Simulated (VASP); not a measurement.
# BaTiO3 (Pm-3m) in VASP: a series of runs, part 3 of 3

VASP 6.6.1. The steps go on from the part before.

## Step 5: Single point, LDA (volume scaled by 1.01)

INCAR reads:

```
SYSTEM = BaTiO3
PREC = Accurate
ENCUT = 520
EDIFF = 1E-7
ISMEAR = -1
SIGMA = 0.05
LREAL = .False.
LASPH = .True.
NELM = 100
ALGO = Normal
ISIF = 2
LWAVE = .False.
LCHARG = .False.
GGA = CA
NBANDS = 28
```

KPOINTS reads:

```
Automatic mesh
0
Gamma
  8 8 8
  0 0 0
```

POSCAR reads:

```
BaTiO3
1.0
    4.0206133868      0.0000000000      0.0000000000
    0.0000000000      4.0206133868      0.0000000000
    0.0000000000      0.0000000000      4.0206133868
Ba Ti O
1 1 3
Direct
    0.5000000000      0.5000000000      0.5000000000
    0.0000000000      0.0000000000      0.0000000000
    0.5000000000      0.0000000000      0.0000000000
    0.0000000000      0.5000000000      0.0000000000
    0.0000000000      0.0000000000      0.5000000000
```

Potentials or basis: VASP PAW LDA potentials, release 64 (Ba_sv, Ti_sv, O).

The run is started by

```console
$ cat potpaw_LDA.64/Ba_sv/POTCAR potpaw_LDA.64/Ti_sv/POTCAR potpaw_LDA.64/O/POTCAR > POTCAR
$ mpirun -np 1 vasp_std > vasp.out
```

OUTCAR:

```text
SYSTEM = BaTiO3
   PREC = Accurate
   ENCUT = 520
   EDIFF = 1E-7
   ISMEAR = -1
   LREAL = .False.
   LASPH = .True.
   NELM = 100
   ISIF = 2
   GGA = CA

 ion  position               nearest neighbor table
   1  0.500  0.500  0.500-   3 2.84   4 2.84   5 2.84   3 2.84   4 2.84   3 2.84   5 2.84   3 2.84
                             4 2.84   5 2.84   4 2.84   5 2.84   2 3.48   2 3.48   2 3.48   2 3.48
   2  0.000  0.000  0.000-   3 2.01   4 2.01   5 2.01   5 2.01   4 2.01   3 2.01   1 3.48   1 3.48
                             1 3.48   1 3.48   1 3.48   1 3.48   1 3.48   1 3.48
   3  0.500  0.000  0.000-   2 2.01   2 2.01   1 2.84   1 2.84   1 2.84   1 2.84
   4  0.000  0.500  0.000-   2 2.01   2 2.01   1 2.84   1 2.84   1 2.84   1 2.84
   5  0.000  0.000  0.500-   2 2.01   2 2.01   1 2.84   1 2.84   1 2.84   1 2.84

  LATTYP: Found a simple cubic cell.
 ALAT       =     4.0206133868

  Lattice vectors:

 A1 = (   4.0206133868,   0.0000000000,   0.0000000000)
 A2 = (   0.0000000000,   4.0206133868,   0.0000000000)
 A3 = (   0.0000000000,   0.0000000000,   4.0206133868)

Analysis of symmetry for initial positions (statically):
=====================================================================
 Subroutine PRICEL returns:
 Original cell was already a primitive cell.

 Routine SETGRP: Setting up the symmetry group for a
 simple cubic supercell.

 Subroutine GETGRP returns: Found 48 space group operations
 (whereof 48 operations were pure point group operations)
 out of a pool of 48 trial point group operations.

The static configuration has the point symmetry O_h .

Analysis of symmetry for dynamics (positions and initial velocities):
=====================================================================
 Subroutine PRICEL returns:
 Original cell was already a primitive cell.

 Routine SETGRP: Setting up the symmetry group for a
 simple cubic supercell.

 Subroutine GETGRP returns: Found 48 space group operations
 (whereof 48 operations were pure point group operations)
[... 124 lines left out ...]
   EFERMI_NEDOS =   21; number of points for ismear=-14 and -15
   IALGO  =     38    algorithm
   IMIX   =      4    mixing-type and parameters
     AMIX     =   0.40;   BMIX     =  1.00
     AMIX_MAG =   1.60;   BMIX_MAG =  1.00
  volume/ion in A,a.u.               =      13.00        87.72
  Fermi-wavevector in a.u.,A,eV,Ry     =   1.392523  2.631488 26.383350  1.939122
  Thomas-Fermi vector in A             =   2.516258
   LORBIT       =      0    0 simple, 1 ext, 2 COOP (PROOUT), +10 PAW based schemes
   GGA     = CA    functional components
   LHFCALC =     F    Hartree Fock is set to
   AEXX    =    0.0000 exact exchange contribution
   IVDW    =     0    specifies the selected vdW correction
   LEPSILON=     F    determine dielectric tensor
   LRPA    =     F    only Hartree local field effects (RPA)
 non-spin polarized calculation
  energy-cutoff  :      520.00
  volume of cell :       64.99
 maximum number of plane-waves:      1775
 NGX is ok and might be reduce to    30
   NGX = 15   NGY = 15   NGZ = 15

 number of electron      39.9999975 magnetization

 Free energy of the ion-electron system (eV)
  ---------------------------------------------------
  ext. energy  EPLUGINS =         0.00000000
  ---------------------------------------------------
  free energy    TOTEN  =       -44.06292032 eV

  energy without entropy =      -44.06292031  energy(sigma->0) =      -44.06292032

 E-fermi :   4.2486     XC(G=0): -11.6684

 val. band max:        3.4170290548   @ k =   0.5000   0.5000   0.5000
 cond. band min:       5.0488689770   @ k =   0.0000   0.0000   0.0000
 fundamental gap:      1.6318399222
 Fermi energy:         4.2486222008

 k-point     1 :       0.0000    0.0000    0.0000
  band No.  band energies     occupation
      1     -52.5239      2.00000
      2     -29.1306      2.00000
      3     -29.1306      2.00000
      4     -29.1306      2.00000
      5     -21.2691      2.00000
      6     -13.1323      2.00000
[... 733 lines left out ...]
     27      11.4607      0.00000
     28      12.2919      0.00000

 [... further k-points ...]
[... 5 lines left out ...]
  --------------------------------------------------------------------------------------
  -------------------------------------------------------------------------------------
  Total       -3.6445641     -3.6445641     -3.6445641      0.0000000      0.0000000     -0.0000000
  in kB      -89.8419635    -89.8419635    -89.8419635      0.0000000      0.0000000     -0.0000000
  external PRESSURE =     -89.8419635 kB  Pullay stress =       0.0000000 kB

 VOLUME and BASIS-vectors are now :
 -----------------------------------------------------------------------------
  energy-cutoff  :      520.00
  volume of cell :       64.99
      direct lattice vectors                 reciprocal lattice vectors
     4.020613387  0.000000000  0.000000000     0.248718269  0.000000000  0.000000000
     0.000000000  4.020613387  0.000000000     0.000000000  0.248718269  0.000000000
     0.000000000  0.000000000  4.020613387     0.000000000  0.000000000  0.248718269

 POSITION                                       TOTAL-FORCE (eV/Angst)
 -----------------------------------------------------------------------------------
      2.01031      2.01031      2.01031         0.000000      0.000000      0.000000
      0.00000      0.00000      0.00000         0.000000      0.000000      0.000000
      2.01031      0.00000      0.00000         0.000000      0.000000      0.000000
      0.00000      2.01031      0.00000         0.000000      0.000000      0.000000
      0.00000      0.00000      2.01031         0.000000      0.000000      0.000000
 -----------------------------------------------------------------------------------
    total drift:                                0.000000     -0.000000      0.000000

  FREE ENERGIE OF THE ION-ELECTRON SYSTEM (eV)
  ---------------------------------------------------
  free  energy   TOTEN  =       -44.0629203203 eV

  energy  without entropy=      -44.0629203133  energy(sigma->0) =      -44.06292032
```

OSZICAR:

```text
N       E                     dE             d eps       ncg     rms          rms(c)
DAV:   1     0.409599238218E+03    0.40960E+03   -0.20396E+04  1960   0.151E+03
DAV:   2    -0.152740884875E+02   -0.42487E+03   -0.40474E+03  2284   0.409E+02
DAV:   3    -0.528706463535E+02   -0.37597E+02   -0.37269E+02  2292   0.127E+02
DAV:   4    -0.548021602201E+02   -0.19315E+01   -0.19277E+01  3052   0.254E+01
DAV:   5    -0.548397695841E+02   -0.37609E-01   -0.37599E-01  2444   0.329E+00    0.222E+01
DAV:   6    -0.445479332798E+02    0.10292E+02   -0.57982E+01  2708   0.646E+01    0.102E+01
DAV:   7    -0.443065190677E+02    0.24141E+00   -0.10517E+01  2524   0.235E+01    0.646E+00
DAV:   8    -0.440802849279E+02    0.22623E+00   -0.77886E-01  2340   0.768E+00    0.312E+00
DAV:   9    -0.440981429583E+02   -0.17858E-01   -0.32817E-01  2812   0.440E+00    0.164E+00
DAV:  10    -0.440677097217E+02    0.30433E-01   -0.20061E-01  2220   0.462E+00    0.565E-01
DAV:  11    -0.440629400705E+02    0.47697E-02   -0.19079E-02  2628   0.995E-01    0.112E-01
DAV:  12    -0.440631990055E+02   -0.25894E-03   -0.15949E-03  2520   0.340E-01    0.147E-01
DAV:  13    -0.440629211854E+02    0.27782E-03   -0.86325E-04  2372   0.293E-01    0.203E-02
DAV:  14    -0.440629208843E+02    0.30110E-06   -0.35075E-05  2384   0.431E-02    0.911E-03
DAV:  15    -0.440629204432E+02    0.44119E-06   -0.19342E-06  2488   0.116E-02    0.260E-03
DAV:  16    -0.440629203163E+02    0.12685E-06   -0.40391E-07  2052   0.628E-03    0.363E-04
DAV:  17    -0.440629203203E+02   -0.40141E-08   -0.47365E-08  1336   0.144E-03
   1 F= -.44062920E+02 E0= -.44062920E+02  d E =-.698022E-08
```

It took 65 s on 1 thread of Intel Xeon Platinum 8488C (Sapphire Rapids), shared host; peak memory 0.19 GiB.

What came out:

* Free energy: -44.0629 eV
* Pressure: -9.0 GPa
* Band gap on the k mesh: 1.63 eV, indirect (least direct gap 1.79 eV)

Caveat: spin-orbit coupling is left out, which moves the levels of the heavy elements.

## Step 6: Single point, LDA (volume scaled by 1.04)

INCAR reads:

```
ALGO = Normal
EDIFF = 1E-7
ENCUT = 520
GGA = CA
ISIF = 2
ISMEAR = -1
LASPH = T
LCHARG = F
LREAL = F
LWAVE = F
NBANDS = 28
NELM = 80
PREC = Accurate
SIGMA = 0.05
```

KPOINTS reads:

```
k-points
0
Gamma
  8 8 8
```

Changes to POSCAR since step 5:

```diff
@@ -2,5 +2,5 @@
 1.0
-    4.0206133868      0.0000000000      0.0000000000
-    0.0000000000      4.0206133868      0.0000000000
-    0.0000000000      0.0000000000      4.0206133868
+    4.0600336789      0.0000000000      0.0000000000
+    0.0000000000      4.0600336789      0.0000000000
+    0.0000000000      0.0000000000      4.0600336789
 Ba Ti O
```

Potentials or basis: VASP PAW LDA potentials, release 64 (Ba_sv, Ti_sv, O).

The run is started by

```console
$ cat potpaw_LDA.64/Ba_sv/POTCAR potpaw_LDA.64/Ti_sv/POTCAR potpaw_LDA.64/O/POTCAR > POTCAR
$ mpirun -np 1 vasp_std > vasp.out
```

It took 92 s on 1 thread of Intel Xeon Platinum 8488C (Sapphire Rapids), shared host; peak memory 0.19 GiB.

It converged, with:

* Free energy: -43.9310 eV
* Pressure: -13.1 GPa
* Band gap on the k mesh: 1.58 eV, indirect (least direct gap 1.76 eV)

Levels at points of the mesh, in eV from the valence-band top:
```csv
k point,band 17,band 18,band 19,band 20,band 21,band 22,band 23,band 24
"(0.00, 0.00, 0.00)",-1.04,-0.18,-0.18,-0.18,1.58,1.58,1.58,3.66
"(0.50, 0.00, 0.00)",-1.81,-1.81,-0.72,-0.72,1.72,3.25,3.25,3.66
"(0.50, 0.50, 0.00)",-1.75,-0.89,-0.89,-0.09,3.25,3.25,3.65,4.45
"(0.50, 0.50, 0.50)",-2.42,0.00,0.00,0.00,3.88,3.88,3.88,6.46
```

Caveat: spin-orbit coupling is left out, which moves the levels of the heavy elements.

## Step 7: The runs side by side

| cell | gap on the mesh (eV) | pressure (GPa) |
| --- | --- | --- |
| a = 4.086 Å, 5 atoms | 1.54 | -15.6 |
| a = 3.925 Å, 5 atoms | 1.76 | 4.0 |
| a = 3.980 Å, 5 atoms | 1.69 | -4.1 |
| a = 4.021 Å, 5 atoms | 1.63 | -9.0 |
| a = 4.060 Å, 5 atoms | 1.58 | -13.1 |

Alike in all rows: task single point; level LDA; potentials or basis VASP PAW LDA potentials, release 64 (Ba_sv, Ti_sv, O); no spin polarisation; k mesh 8 × 8 × 8; cutoff (eV) 520; smearing fermi-dirac 0.05 eV.

Caveats: spin-orbit coupling is left out, which moves the levels of the heavy elements.

Absolute energies hang on the potentials; compare differences alone.
